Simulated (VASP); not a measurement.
# GaN: vibrations by perturbation theory with PBE

The system is GaN.

```
Ga N
1.0
     0.00000    2.24239    2.24239
     2.24239    0.00000    2.24239
     2.24239    2.24239    0.00000
Ga N
1 1
Direct
  0.00000 0.00000 0.00000
  0.75000 0.75000 0.75000
```

```json
{
 "Program": "VASP 6.6.1",
 "Task": "vibrations by perturbation theory",
 "Functional": "PBE",
 "Potentials or basis": "VASP PAW PBE potentials, release 64 (Ga_d, N)",
 "Cutoff": "520 eV",
 "k mesh": "10 × 10 × 10",
 "Occupations": "gaussian, width 0.01 eV",
 "Spin": "no spin polarisation",
 "Dipole correction": "no",
 "Further INCAR settings": "ALGO = Normal; EDIFF = 1e-08; IBRION = 8; NSW = 1"
}
```

The electronic dielectric tensor (diagonal) is 5.90, the born charges (mean of the diagonal) is Ga +2.66; N -2.66 e and the highest phonon frequency at Γ, LO-TO splitting left out is 546 cm⁻¹.

Phonon frequencies in cm⁻¹ (negative: imaginary):
```tsv
q point	frequencies
(0.000, 0.000, 0.000)	0 0 0 546 546 546
```

Electronic dielectric tensor:
```
5.90 0.00 0.00
0.00 5.90 0.00
0.00 0.00 5.90
```

Born effective charge tensors (e):
atom 1, Ga
```
2.66 0.00 0.00
0.00 2.66 0.00
0.00 0.00 2.66
```
atom 2, N
```
-2.66  0.00  0.00
 0.00 -2.66  0.00
 0.00  0.00 -2.66
```

Wall time 2.3 min on 1 thread of Intel(R) Xeon(R) 6975P-C (Granite Rapids), on a shared host, peak memory 0.26 GiB.

Caveat: the cell wasn't relaxed at this level first, which shifts response properties.
